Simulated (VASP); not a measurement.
# NaF (I4/mmm) in VASP: notebook

NaF is run at these levels: r2SCAN; tasks: single point.

All numbers are computed with VASP 6.6.1; they aren't measurements. Logs are shortened: lines on timing, memory, paths and dates and some standing lists are left out, and cuts for length are marked.

**1. The cell of the first run**

The structure is tetragonal, space group I4/mmm (No. 139). The conventional cell has a = 3.286 Å, b = 3.286 Å, c = 4.507 Å, α = 90.00°, β = 90.00°, γ = 90.00°. Within 3.0 Å of Na (site symmetry 4/mmm) lie 6 F at 2.25 to 2.32 Å. F (site symmetry 4/mmm) has 6 Na at 2.25 to 2.32 Å within 3.0 Å.

**2. Single point, r2SCAN (strain +0.000 along x and y, -0.030 along z)**

POSCAR reads:

```
NaF
1.0
    0.0000000000      2.3233000000      2.2536010000
    2.3233000000      0.0000000000      2.2536010000
    2.3233000000      2.3233000000      0.0000000000
Na F
1 1
Direct
    0.0000000000      0.0000000000      0.0000000000
    0.5000000000      0.5000000000      0.5000000000
```

INCAR.step1 reads:

```
SYSTEM = NaF
PREC     = Accurate       ! precision mode
ENCUT    = 520            ! plane-wave cutoff, eV
ISMEAR   = 0              ! smearing method
SIGMA    = 0.05           ! smearing width, eV
LREAL    = .False.        ! projectors in reciprocal space
LASPH    = .True.         ! aspherical terms in the spheres
NELM     = 100            ! most SCF steps
NBANDS   = 14             ! bands
GGA      = PE             ! functional
ALGO     = Normal         ! electronic algorithm
EDIFF    = 1E-4           ! SCF threshold, eV
LWAVE    = .True.         ! write WAVECAR
LCHARG   = .False.        ! write CHGCAR
```

INCAR.step2 reads:

```
SYSTEM = NaF
PREC     = Accurate       ! precision mode
ENCUT    = 520            ! plane-wave cutoff, eV
EDIFF    = 1E-6           ! SCF threshold, eV
ISMEAR   = 0              ! smearing method
SIGMA    = 0.05           ! smearing width, eV
LREAL    = .False.        ! projectors in reciprocal space
LASPH    = .True.         ! aspherical terms in the spheres
NELM     = 100            ! most SCF steps
ALGO     = Normal         ! electronic algorithm
ISIF     = 2              ! what is computed and relaxed
LWAVE    = .False.        ! write WAVECAR
LCHARG   = .False.        ! write CHGCAR
METAGGA  = R2SCAN         ! meta-GGA
LMIXTAU  = .True.       
NBANDS   = 14             ! bands
ISTART   = 1
```

KPOINTS reads:

```
regular mesh
0
Gamma
  8 8 8
  0 0 0
```

Potentials or basis: VASP PAW PBE potentials, release 64 (Na_pv, F).

Command:

```bash
> cat potpaw_PBE.64/Na_pv/POTCAR potpaw_PBE.64/F/POTCAR > POTCAR
> cp INCAR.step1 INCAR
> mpirun -np 1 vasp_std > vasp.out
> cp INCAR.step2 INCAR
> mpirun -np 1 vasp_std > vasp.out
```

OUTCAR:

```text
SYSTEM = NaF
   PREC = Accurate
   ENCUT = 520
   EDIFF = 1E-6
   ISMEAR = 0
   LREAL = .False.
   LASPH = .True.
   NELM = 100
   ISIF = 2
   METAGGA = R2SCAN
   ISTART = 1

 ion  position               nearest neighbor table
   1  0.000  0.000  0.000-   2 2.25   2 2.25   2 2.32   2 2.32   2 2.32   2 2.32
   2  0.500  0.500  0.500-   1 2.25   1 2.25   1 2.32   1 2.32   1 2.32   1 2.32

  LATTYP: Found a body centered tetragonal cell.
 ALAT       =     3.2856423695
 C/A-ratio  =     1.3717871555

  Lattice vectors:

 A1 = (   0.0000000000,  -2.3233000000,  -2.2536010000)
 A2 = (   0.0000000000,   2.3233000000,  -2.2536010000)
 A3 = (   2.3233000000,   0.0000000000,   2.2536010000)

Analysis of symmetry for initial positions (statically):
=====================================================================
 Subroutine PRICEL returns:
 Original cell was already a primitive cell.

 Routine SETGRP: Setting up the symmetry group for a
 body centered tetragonal supercell.

 Subroutine GETGRP returns: Found 16 space group operations
 (whereof 16 operations were pure point group operations)
 out of a pool of 16 trial point group operations.

The static configuration has the point symmetry D_4h.

Analysis of symmetry for dynamics (positions and initial velocities):
=====================================================================
 Subroutine PRICEL returns:
 Original cell was already a primitive cell.

 Routine SETGRP: Setting up the symmetry group for a
 body centered tetragonal supercell.

 Subroutine GETGRP returns: Found 16 space group operations
 (whereof 16 operations were pure point group operations)
 out of a pool of 16 trial point group operations.

The dynamic configuration has the point symmetry D_4h.

 Subroutine INISYM returns: Found 16 space group operations
 (whereof 16 operations are pure point group operations),
 and found     1 'primitive' translations

----------------------------------------------------------------------------------------

                                     Primitive cell

  volume of cell :      24.3286

  direct lattice vectors                    reciprocal lattice vectors
     0.000000000  2.323300000  2.253601000    -0.215211122  0.215211122  0.221867136
     2.323300000  0.000000000  2.253601000     0.215211122 -0.215211122  0.221867136
     2.323300000  2.323300000  0.000000000     0.215211122  0.215211122 -0.221867136

  length of vectors
     3.236732976  3.236732976  3.285642369     0.376638660  0.376638660  0.376638660

  position of ions in fractional coordinates (direct lattice)
     0.000000000  0.000000000  0.000000000
     0.500000000  0.500000000  0.500000000

  ion indices of the primitive-cell ions
   primitive index   ion index
                 1           1
                 2           2

----------------------------------------------------------------------------------------

 KPOINTS: regular mesh

Automatic generation of k-mesh.
 Grid dimensions read from file:
 generate k-points for:    8    8    8

 Generating k-lattice:

  Cartesian coordinates                     Fractional coordinates (reciprocal lattice)
    -0.026901390  0.026901390  0.027733392     0.125000000  0.000000000  0.000000000
     0.026901390 -0.026901390  0.027733392     0.000000000  0.125000000  0.000000000
     0.026901390  0.026901390 -0.027733392     0.000000000  0.000000000  0.125000000

  Length of vectors
     0.047079833  0.047079833  0.047079833

  Shift w.r.t. Gamma in fractional coordinates (k-lattice)
     0.000000000  0.000000000  0.000000000

 Subroutine IBZKPT returns following result:
 ===========================================

 Found     59 irreducible k-points:

 Following reciprocal coordinates:
            Coordinates               Weight
  0.000000  0.000000  0.000000      1.000000
  0.125000  0.000000  0.000000      8.000000
  0.250000  0.000000  0.000000      8.000000
  0.375000  0.000000  0.000000      8.000000
  0.500000  0.000000  0.000000      4.000000
  0.125000  0.125000  0.000000      2.000000
[... 16 lines left out ...]
  0.250000  0.000000  0.125000     16.000000
  0.375000 -0.000000  0.125000     16.000000
 [... further k-points ...]
   k-points           NKPTS =     59   k-points in BZ     NKDIM =     59   number of bands    NBANDS=     14
   number of dos      NEDOS =    301   number of ions     NIONS =      2
   total plane-waves  NPLWV =  13824
   dimension x,y,z NGX =    24 NGY =   24 NGZ =   24
   dimension x,y,z NGXF=    48 NGYF=   48 NGZF=   48
   ions per type =               1   1
   NGX,Y,Z   is equivalent  to a cutoff of  12.33, 12.33, 12.14 a.u.
   NGXF,Y,Z  is equivalent  to a cutoff of  24.65, 24.65, 24.29 a.u.
 SYSTEM =  NaF
   PREC   = accura    normal or accurate (medium, high low for compatibility)
   ISTART =      1    job   : 0-new  1-cont  2-samecut
   ICHARG =      0    charge: 1-file 2-atom 10-const
   ISPIN  =      1    spin polarized calculation?
   LNONCOLLINEAR =      F non collinear calculations
   LSORBIT =      F    spin-orbit coupling
   LASPH  =      T    aspherical Exc in radial PAW
   ENCUT  =  520.0 eV  38.22 Ry    6.18 a.u.   6.02  6.02  6.11*2*pi/ulx,y,z
   NELM   =    100;   NELMIN=  2; NELMDL=  0     # of ELM steps
   EDIFF  = 0.1E-05   stopping-criterion for ELM
   LREAL  =      F    real-space projection
   EDIFFG = 0.1E-04   stopping-criterion for IOM
   NSW    =      0    number of steps for IOM
   IBRION =     -1    ionic relax: 0-MD 1-quasi-New 2-CG
   NFREE  =      0    steps in history (QN), initial steepest desc. (CG)
   ISIF   =      2    stress and relaxation
   ISYM   =      2    0-nonsym 1-usesym 2-fastsym
   POTIM  = 0.5000    time-step for ionic-motion
   TEBEG  =    0.0;   TEEND  =   0.0 temperature during run
   PSTRESS=    0.0 pullay stress
   NELECT =      14.0000    total number of electrons
   NUPDOWN=      -1.0000    fix difference up-down
   EMIN   =  10.00;   EMAX   =-10.00  energy-range for DOS
   EFERMI =   0.00;   METHOD = LEGACY
   ISMEAR =     0;   SIGMA  =   0.05  broadening in eV -4-tet -1-fermi 0-gaus
   EFERMI_NEDOS =   21; number of points for ismear=-14 and -15
   IALGO  =     38    algorithm
   IMIX   =      4    mixing-type and parameters
     AMIX     =   0.40;   BMIX     =  1.00
     AMIX_MAG =   1.60;   BMIX_MAG =  1.00
  volume/ion in A,a.u.               =      12.16        82.09
  Fermi-wavevector in a.u.,A,eV,Ry     =   1.361690  2.573221 25.227925  1.854200
  Thomas-Fermi vector in A             =   2.488244
   LORBIT       =      0    0 simple, 1 ext, 2 COOP (PROOUT), +10 PAW based schemes
   METAGGA = R2SCAN    functional components
   LHFCALC =     F    Hartree Fock is set to
   AEXX    =    0.0000 exact exchange contribution
   IVDW    =     0    specifies the selected vdW correction
   LEPSILON=     F    determine dielectric tensor
   LRPA    =     F    only Hartree local field effects (RPA)
 non-spin polarized calculation
 Gauss-broadening in eV      SIGMA  =   0.05
  energy-cutoff  :      520.00
  volume of cell :       24.33
 maximum number of plane-waves:       672
   NGX = 13   NGY = 13   NGZ = 13

 number of electron      13.9999985 magnetization

 Free energy of the ion-electron system (eV)
  ---------------------------------------------------
  ext. energy  EPLUGINS =         0.00000000
  ---------------------------------------------------
  free energy    TOTEN  =       -12.59816764 eV

  energy without entropy =      -12.59816764  energy(sigma->0) =      -12.59816764

 E-fermi :  -2.3484     XC(G=0):  -9.8910

 val. band max:       -2.6285394263   @ k =   0.0000   0.0000   0.0000
 cond. band min:       4.6676481692   @ k =   0.0000   0.0000   0.0000
 fundamental gap:      7.2961875955
 Fermi energy:        -2.3484328634

 k-point     1 :       0.0000    0.0000    0.0000
  band No.  band energies     occupation
      1     -22.9643      2.00000
      2     -22.0619      2.00000
      3     -22.0615      2.00000
      4     -22.0537      2.00000
      5      -2.6311      2.00000
      6      -2.6311      2.00000
      7      -2.6285      2.00000
      8       4.6676      0.00000
      9      17.2558      0.00000
     10      17.2559      0.00000
     11      17.4662      0.00000
     12      20.0315      0.00000
     13      22.2032      0.00000
     14      23.1260      0.00000

 k-point     2 :       0.1250    0.0000    0.0000
  band No.  band energies     occupation
      1     -23.0445      2.00000
      2     -22.0642      2.00000
      3     -22.0584      2.00000
      4     -21.9574      2.00000
      5      -2.9195      2.00000
      6      -2.6744      2.00000
      7      -2.6692      2.00000
      8       5.2169      0.00000
      9      15.5370      0.00000
     10      17.5226      0.00000
     11      17.6834      0.00000
     12      21.7968      0.00000
     13      22.1663      0.00000
     14      22.6441      0.00000

 k-point     3 :       0.2500    0.0000    0.0000
  band No.  band energies     occupation
      1     -23.1932      2.00000
      2     -22.0697      2.00000
      3     -22.0612      2.00000
      4     -21.7585      2.00000
      5      -3.5215      2.00000
      6      -2.7773      2.00000
      7      -2.7640      2.00000
      8       6.5574      0.00000
      9      13.4781      0.00000
     10      18.1451      0.00000
     11      18.4112      0.00000
     12      21.2488      0.00000
     13      21.9284      0.00000
     14      23.3884      0.00000

 k-point     4 :       0.3750    0.0000    0.0000
  band No.  band energies     occupation
      1     -23.3083      2.00000
      2     -22.0752      2.00000
      3     -22.0640      2.00000
      4     -21.5919      2.00000
      5      -4.0348      2.00000
      6      -2.8781      2.00000
      7      -2.8572      2.00000
      8       8.1411      0.00000
      9      11.8850      0.00000
     10      18.6284      0.00000
     11      19.1125      0.00000
     12      21.1913      0.00000
     13      21.6630      0.00000
     14      22.8929      0.00000

 k-point     5 :       0.5000    0.0000    0.0000
  band No.  band energies     occupation
      1     -23.3499      2.00000
      2     -22.0775      2.00000
      3     -22.0651      2.00000
      4     -21.5286      2.00000
      5      -4.2294      2.00000
      6      -2.9193      2.00000
      7      -2.8954      2.00000
      8       9.1421      0.00000
      9      10.9780      0.00000
     10      18.7440      0.00000
     11      19.3432      0.00000
[... 276 lines left out ...]
 k-point    22 :       0.1250    0.0000    0.1250
  band No.  band energies     occupation
      1     -23.0366      2.00000
      2     -22.0684      2.00000
      3     -22.0619      2.00000
      4     -21.9576      2.00000
      5      -2.9670      2.00000
      6      -2.6955      2.00000
      7      -2.6913      2.00000
      8       5.3845      0.00000
      9      15.2872      0.00000
     10      17.5542      0.00000
     11      17.6828      0.00000
     12      20.7970      0.00000
     13      22.8797      0.00000
     14      23.3239      0.00000

 k-point    23 :       0.2500    0.0000    0.1250
  band No.  band energies     occupation
      1     -23.1203      2.00000
      2     -22.0747      2.00000
      3     -22.0678      2.00000
      4     -21.8372      2.00000
      5      -3.3897      2.00000
      6      -2.7903      2.00000
      7      -2.7761      2.00000
      8       6.4431      0.00000
      9      13.7931      0.00000
     10      17.9457      0.00000
     11      18.0668      0.00000
     12      19.6925      0.00000
     13      23.2579      0.00000
     14      24.7574      0.00000

 k-point    24 :       0.3750   -0.0000    0.1250
  band No.  band energies     occupation
      1     -23.2220      2.00000
      2     -22.0816      2.00000
      3     -22.0731      2.00000
      4     -21.6880      2.00000
      5      -3.8516      2.00000
      6      -2.9297      2.00000
      7      -2.8697      2.00000
      8       7.9560      0.00000
      9      12.3538      0.00000
     10      17.8182      0.00000
     11      18.6093      0.00000
     12      19.6190      0.00000
     13      22.9150      0.00000
     14      24.7176      0.00000

 [... further k-points ...]
[... 5 lines left out ...]
  --------------------------------------------------------------------------------------
  -------------------------------------------------------------------------------------
  Total       -0.2580118     -0.2580118      0.1983267      0.0000000     -0.0000000     -0.0000000
  in kB      -16.9915306    -16.9915306     13.0609325      0.0000000     -0.0000000     -0.0000000
  external PRESSURE =      -6.9740429 kB  Pullay stress =       0.0000000 kB

 VOLUME and BASIS-vectors are now :
 -----------------------------------------------------------------------------
  energy-cutoff  :      520.00
  volume of cell :       24.33
      direct lattice vectors                 reciprocal lattice vectors
     0.000000000  2.323300000  2.253601000    -0.215211122  0.215211122  0.221867136
     2.323300000  0.000000000  2.253601000     0.215211122 -0.215211122  0.221867136
     2.323300000  2.323300000  0.000000000     0.215211122  0.215211122 -0.221867136

 POSITION                                       TOTAL-FORCE (eV/Angst)
 -----------------------------------------------------------------------------------
      0.00000      0.00000      0.00000        -0.000000      0.000000      0.000000
      2.32330      2.32330      2.25360         0.000000     -0.000000      0.000000
 -----------------------------------------------------------------------------------
    total drift:                                0.000000     -0.000000      0.000000

  FREE ENERGIE OF THE ION-ELECTRON SYSTEM (eV)
  ---------------------------------------------------
  free  energy   TOTEN  =       -12.5981676410 eV

  energy  without entropy=      -12.5981676410  energy(sigma->0) =      -12.59816764
```

Run time: 19 s. Hardware: 1 thread of Intel Xeon 6975P-C (Granite Rapids), shared host; peak memory 0.14 GiB.

What came out:

```yaml
Free_energy: -12.5982 eV
Pressure: -0.7 GPa
Band_gap_on_the_k_mesh: 7.30 eV, direct
```

Levels at points of the mesh, in eV from the valence-band top:
| k point | band 5 | band 6 | band 7 | band 8 | band 9 | band 10 |
| --- | --- | --- | --- | --- | --- | --- |
| (0.00, 0.00, 0.00) | 0.00 | 0.00 | 0.00 | 7.30 | 19.88 | 19.88 |
| (0.50, 0.00, 0.00) | -1.60 | -0.29 | -0.27 | 11.77 | 13.61 | 21.37 |
| (0.50, 0.50, 0.00) | -1.26 | -0.45 | -0.45 | 13.79 | 14.54 | 15.15 |
| (0.50, 0.00, 0.50) | -1.32 | -0.42 | -0.38 | 14.11 | 14.11 | 15.04 |

Caveat: the cell differs from its parent crystal (strain +0.000 along x and y, -0.030 along z); the PAW data sets were made with another functional, which shifts forces and pressure a little.

(Part 1 of 2 ends here.)
